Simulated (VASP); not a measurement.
# CaBeCdP2 (P4/mmm) in VASP: notebook, part 2 of 2

VASP 6.6.1. The steps go on from the part before.

**4. Relaxation of cell and atoms, PBE**

Contents of INCAR:

```
SYSTEM = CaBeCdP2
PREC     = Accurate       ! precision mode
ENCUT    = 600            ! plane-wave cutoff, eV
EDIFF    = 1E-6           ! SCF threshold, eV
ISMEAR   = 0              ! smearing method
SIGMA    = 0.1            ! smearing width, eV
LREAL    = .False.        ! projectors in reciprocal space
LASPH    = .True.         ! aspherical terms in the spheres
NELM     = 80             ! most SCF steps
ALGO     = Normal         ! electronic algorithm
ISIF     = 3              ! what is computed and relaxed
LWAVE    = .False.        ! write WAVECAR
LCHARG   = .False.        ! write CHGCAR
GGA      = PE             ! functional
IBRION   = 2              ! ionic algorithm
NSW      = 100            ! ionic steps
EDIFFG   = -0.01          ! ionic threshold
```

Contents of KPOINTS:

```
regular mesh
0
Gamma
  8 8 8
  0 0 0
```

Contents of POSCAR:

```
CaBeCdP2
1.0
    4.6658345100      0.0000000000      0.0000000000
    0.0000000000      4.6658345100      0.0000000000
    0.0000000000      0.0000000000      4.5042113300
Ca Be Cd P
1 1 1 2
Direct
    0.0000000000      0.0000000000      0.0000000000
    0.5000000000      0.5000000000      0.5000000000
    0.5000000000      0.5000000000      0.0000000000
    0.5000000000      0.0000000000      0.5000000000
    0.0000000000      0.5000000000      0.5000000000
```

Potentials or basis: VASP PAW PBE potentials, release 64 (Ca_sv, Be, Cd, P).

Launch:

```console
cat potpaw_PBE.64/Ca_sv/POTCAR potpaw_PBE.64/Be/POTCAR potpaw_PBE.64/Cd/POTCAR potpaw_PBE.64/P/POTCAR > POTCAR
mpirun -np 1 vasp_std > vasp.out
```

OUTCAR:

```text
SYSTEM = CaBeCdP2
   PREC = Accurate
   ENCUT = 600
   EDIFF = 1E-6
   ISMEAR = 0
   LREAL = .False.
   LASPH = .True.
   NELM = 80
   ISIF = 3
   GGA = PE
   IBRION = 2
   NSW = 100
   EDIFFG = -0.01

 ion  position               nearest neighbor table
   1  0.000  0.000  0.000-   3 3.30   3 3.30   3 3.30   3 3.30
   2  0.500  0.500  0.500-   3 2.25   3 2.25   5 2.33   4 2.33   4 2.33   5 2.33
   3  0.500  0.500  0.000-   2 2.25   2 2.25   5 3.24   4 3.24   4 3.24   5 3.24   4 3.24   4 3.24
                             5 3.24   5 3.24   1 3.30   1 3.30   1 3.30   1 3.30
   4  0.500  0.000  0.500-   2 2.33   2 2.33   3 3.24   3 3.24   3 3.24   3 3.24
   5  0.000  0.500  0.500-   2 2.33   2 2.33   3 3.24   3 3.24   3 3.24   3 3.24

  LATTYP: Found a simple tetragonal cell.
 ALAT       =     4.6658345100
 C/A-ratio  =     0.9653602845

  Lattice vectors:

 A1 = (   4.6658345100,   0.0000000000,   0.0000000000)
 A2 = (   0.0000000000,   4.6658345100,   0.0000000000)
 A3 = (   0.0000000000,   0.0000000000,   4.5042113300)

Analysis of symmetry for initial positions (statically):
=====================================================================
 Subroutine PRICEL returns:
 Original cell was already a primitive cell.

 Routine SETGRP: Setting up the symmetry group for a
 simple tetragonal supercell.

 Subroutine GETGRP returns: Found 16 space group operations
 (whereof 16 operations were pure point group operations)
 out of a pool of 16 trial point group operations.

The static configuration has the point symmetry D_4h.

Analysis of symmetry for dynamics (positions and initial velocities):
=====================================================================
 Subroutine PRICEL returns:
 Original cell was already a primitive cell.

 Routine SETGRP: Setting up the symmetry group for a
 simple tetragonal supercell.

 Subroutine GETGRP returns: Found 16 space group operations
 (whereof 16 operations were pure point group operations)
 out of a pool of 16 trial point group operations.

The dynamic configuration has the point symmetry D_4h.

 Subroutine INISYM returns: Found 16 space group operations
 (whereof 16 operations are pure point group operations),
 and found     1 'primitive' translations

----------------------------------------------------------------------------------------

                                     Primitive cell

  volume of cell :      98.0567

  direct lattice vectors                    reciprocal lattice vectors
     4.665834510  0.000000000  0.000000000     0.214323932  0.000000000  0.000000000
     0.000000000  4.665834510  0.000000000     0.000000000  0.214323932  0.000000000
     0.000000000  0.000000000  4.504211330     0.000000000  0.000000000  0.222014450

  length of vectors
     4.665834510  4.665834510  4.504211330     0.214323932  0.214323932  0.222014450

  position of ions in fractional coordinates (direct lattice)
     0.000000000  0.000000000  0.000000000
     0.500000000  0.500000000  0.500000000
     0.500000000  0.500000000  0.000000000
     0.500000000  0.000000000  0.500000000
     0.000000000  0.500000000  0.500000000

  ion indices of the primitive-cell ions
   primitive index   ion index
                 1           1
                 2           2
                 3           3
                 4           4
                 5           5

[... 50 lines left out ...]
  0.375000  0.125000  0.125000     16.000000
  0.500000  0.125000  0.125000      8.000000
 [... further k-points ...]
   k-points           NKPTS =     75   k-points in BZ     NKDIM =     75   number of bands    NBANDS=     21
   number of dos      NEDOS =    301   number of ions     NIONS =      5
   total plane-waves  NPLWV =  57600
   dimension x,y,z NGX =    40 NGY =   40 NGZ =   36
   dimension x,y,z NGXF=    80 NGYF=   80 NGZF=   72
   ions per type =               1   1   1   2
   NGX,Y,Z   is equivalent  to a cutoff of  14.25, 14.25, 13.29 a.u.
   NGXF,Y,Z  is equivalent  to a cutoff of  28.50, 28.50, 26.57 a.u.
 SYSTEM =  CaBeCdP2
   PREC   = accura    normal or accurate (medium, high low for compatibility)
   ISTART =      0    job   : 0-new  1-cont  2-samecut
   ICHARG =      2    charge: 1-file 2-atom 10-const
   ISPIN  =      1    spin polarized calculation?
   LNONCOLLINEAR =      F non collinear calculations
   LSORBIT =      F    spin-orbit coupling
   LASPH  =      T    aspherical Exc in radial PAW
   ENCUT  =  600.0 eV  44.10 Ry    6.64 a.u.   9.32  9.32  9.00*2*pi/ulx,y,z
   NELM   =     80;   NELMIN=  2; NELMDL= -5     # of ELM steps
   EDIFF  = 0.1E-05   stopping-criterion for ELM
   LREAL  =      F    real-space projection
   EDIFFG = -.1E-01   stopping-criterion for IOM
   NSW    =    100    number of steps for IOM
   IBRION =      2    ionic relax: 0-MD 1-quasi-New 2-CG
   NFREE  =      1    steps in history (QN), initial steepest desc. (CG)
   ISIF   =      3    stress and relaxation
   ISYM   =      2    0-nonsym 1-usesym 2-fastsym
   POTIM  = 0.5000    time-step for ionic-motion
   TEBEG  =    0.0;   TEEND  =   0.0 temperature during run
   PSTRESS=    0.0 pullay stress
   NELECT =      34.0000    total number of electrons
   NUPDOWN=      -1.0000    fix difference up-down
   EMIN   =  10.00;   EMAX   =-10.00  energy-range for DOS
   EFERMI =   0.00;   METHOD = LEGACY
   ISMEAR =     0;   SIGMA  =   0.10  broadening in eV -4-tet -1-fermi 0-gaus
   EFERMI_NEDOS =   21; number of points for ismear=-14 and -15
   IALGO  =     38    algorithm
   IMIX   =      4    mixing-type and parameters
     AMIX     =   0.40;   BMIX     =  1.00
     AMIX_MAG =   1.60;   BMIX_MAG =  1.00
  volume/ion in A,a.u.               =      19.61       132.34
  Fermi-wavevector in a.u.,A,eV,Ry     =   1.150117  2.173406 17.997364  1.322769
  Thomas-Fermi vector in A             =   2.286783
   LORBIT       =      0    0 simple, 1 ext, 2 COOP (PROOUT), +10 PAW based schemes
   GGA     = PE    functional components
   LHFCALC =     F    Hartree Fock is set to
   AEXX    =    0.0000 exact exchange contribution
   IVDW    =     0    specifies the selected vdW correction
   LEPSILON=     F    determine dielectric tensor
   LRPA    =     F    only Hartree local field effects (RPA)
 conjugate gradient relaxation of ions
 non-spin polarized calculation
 Gauss-broadening in eV      SIGMA  =   0.10
  energy-cutoff  :      600.00
  volume of cell :       98.06
 maximum number of plane-waves:      3330
 NGX is ok and might be reduce to    40
   NGX = 19   NGY = 19   NGZ = 17

--------------------------------------- Ionic step        1  -------------------------------------------

 number of electron      34.0000006 magnetization

 Free energy of the ion-electron system (eV)
  ---------------------------------------------------
  ext. energy  EPLUGINS =         0.00000000
  ---------------------------------------------------
  free energy    TOTEN  =       -17.10903543 eV

  energy without entropy =      -17.09660558  energy(sigma->0) =      -17.10282051

------------------------ aborting loop because EDIFF is reached ----------------------------------------

  FORCE on cell =-STRESS in cart. coord.  units (eV):
  Direction    XX          YY          ZZ          XY          YZ          ZX
  --------------------------------------------------------------------------------------
  -------------------------------------------------------------------------------------
  Total       -1.4605717     -1.4605717      1.5699595      0.0000000     -0.0000000      0.0000000
  in kB      -23.8647042    -23.8647042     25.6520227      0.0000000     -0.0000000      0.0000000
  external PRESSURE =      -7.3591286 kB  Pullay stress =       0.0000000 kB
[... 65 lines left out ...]
--------------------------------------- Ionic step        3  -------------------------------------------

 number of electron      34.0000003 magnetization

 E-fermi :   4.8659     XC(G=0): -10.0766

 val. band max:        4.8519070922   @ k =   0.3750   0.1250   0.1250
 cond. band min:       4.8746345772   @ k =   0.5000   0.1250   0.2500
 fundamental gap:      0.0227274850
 Fermi energy:         4.8658844724

 k-point     1 :       0.0000    0.0000    0.0000
  band No.  band energies     occupation
      1     -36.5063      2.00000
      2     -17.5493      2.00000
      3     -17.5493      2.00000
      4     -17.4687      2.00000
      5      -7.2508      2.00000
      6      -4.4929      2.00000
[... 683 lines left out ...]
--------------------------------------- Ionic step        6  -------------------------------------------

 number of electron      34.0000001 magnetization

 Free energy of the ion-electron system (eV)
  ---------------------------------------------------
  ext. energy  EPLUGINS =         0.00000000
  ---------------------------------------------------
  free energy    TOTEN  =       -17.19305584 eV

  energy without entropy =      -17.18090603  energy(sigma->0) =      -17.18698093

 E-fermi :   4.7069     XC(G=0):  -9.9911

 val. band max:        4.7051708836   @ k =   0.3750   0.1250   0.1250
 cond. band min:       4.7102140005   @ k =   0.3750   0.1250   0.2500
 fundamental gap:      0.0050431169
 Fermi energy:         4.7068546214

 k-point     1 :       0.0000    0.0000    0.0000
  band No.  band energies     occupation
      1     -36.7309      2.00000
      2     -17.7676      2.00000
      3     -17.7676      2.00000
      4     -17.6904      2.00000
      5      -7.3103      2.00000
      6      -4.5829      2.00000
[... 599 lines left out ...]
  FREE ENERGIE OF THE ION-ELECTRON SYSTEM (eV)
  ---------------------------------------------------
  free  energy   TOTEN  =       -17.1930558410 eV

  energy  without entropy=      -17.1809060264  energy(sigma->0) =      -17.18698093

 reached required accuracy - stopping structural energy minimisation
```

It took 8 min on 1 thread of Oxide Virtual Turin-like, shared host; peak memory 0.38 GiB.

What came out:

* Free energy: -17.1931 eV
* Relaxed volume: 19.34 Å³/atom
* Relaxed cell: a = 4.521 Å, b = 4.521 Å, c = 4.732 Å, α = 90.00°, β = 90.00°, γ = 90.00°
* Space group after relaxing (to 0.05 Å): P4/mmm (No. 123)
* Energy gained by relaxing: 16.8 meV/atom
* Ionic steps: 6
* Pressure after relaxing: 0.0 GPa
* Band gap on the k mesh: zero (band 17 reaches 6.15 eV, above the bottom of band 18 at 3.78 eV)

Step by step:
| step | energy change (eV) | largest force (eV/Å) | pressure (GPa) | volume (Å³) |
| --- | --- | --- | --- | --- |
| 1 | 0.0000 | 0.0000 | -0.74 | 98.06 |
| 2 | -0.0517 | 0.0000 | -0.07 | 96.76 |
| 3 | -0.0762 | 0.0000 | 1.16 | 94.81 |
| 4 | -0.0837 | 0.0000 | -0.04 | 96.83 |
| 5 | -0.0838 | 0.0000 | 0.11 | 96.57 |
| 6 | -0.0840 | 0.0000 | 0.03 | 96.69 |

Final structure:
```cif
data_structure
_symmetry_space_group_name_H-M 'P 1'
_symmetry_Int_Tables_number 1
_cell_length_a 4.5205
_cell_length_b 4.5205
_cell_length_c 4.7317
_cell_angle_alpha 90.000
_cell_angle_beta 90.000
_cell_angle_gamma 90.000
_cell_volume 96.69
loop_
_atom_site_label
_atom_site_type_symbol
_atom_site_fract_x
_atom_site_fract_y
_atom_site_fract_z
_atom_site_occupancy
Ca1 Ca 0.00000 0.00000 0.00000 1
Be1 Be 0.50000 0.50000 0.50000 1
Cd1 Cd 0.50000 0.50000 0.00000 1
P1 P 0.50000 0.00000 0.50000 1
P2 P 0.00000 0.50000 0.50000 1
```

Levels at points of the mesh, in eV from the Fermi level:
```csv
k point,band 15,band 16,band 17,band 18,band 19,band 20
"(0.00, 0.00, 0.00)",-3.28,-0.19,0.60,0.60,0.79,2.36
"(0.50, 0.00, 0.00)",-1.73,-1.44,-1.39,-0.50,-0.02,2.01
"(0.50, 0.50, 0.00)",-1.66,-0.94,-0.33,1.45,1.48,1.48
"(0.00, 0.00, 0.50)",-1.36,-0.06,0.32,0.32,1.32,1.96
"(0.50, 0.00, 0.50)",-3.40,-1.80,-1.23,0.92,0.96,2.91
"(0.50, 0.50, 0.50)",-3.11,-3.11,1.43,2.05,2.42,3.39
```

**5. Overview**

```csv
task,cell,k mesh,cutoff (eV),gap on the mesh (eV),pressure (GPa)
single point,"a = 4.666, b = 4.666, c = 4.504 Å, 5 atoms",4 × 4 × 4,520,none,-0.9
single point,"a = 4.522, b = 4.522, c = 4.720 Å, 5 atoms",8 × 8 × 8,520,none,0.1
relaxation of cell and atoms,"relaxed from a = 4.666, b = 4.666, c = 4.504 Å, 5 atoms",8 × 8 × 8,600,none,0.0
```

Alike in all rows: level PBE; potentials or basis VASP PAW PBE potentials, release 64 (Ca_sv, Be, Cd, P); no spin polarisation; smearing gaussian 0.1 eV.

Absolute energies hang on the potentials; compare differences alone.
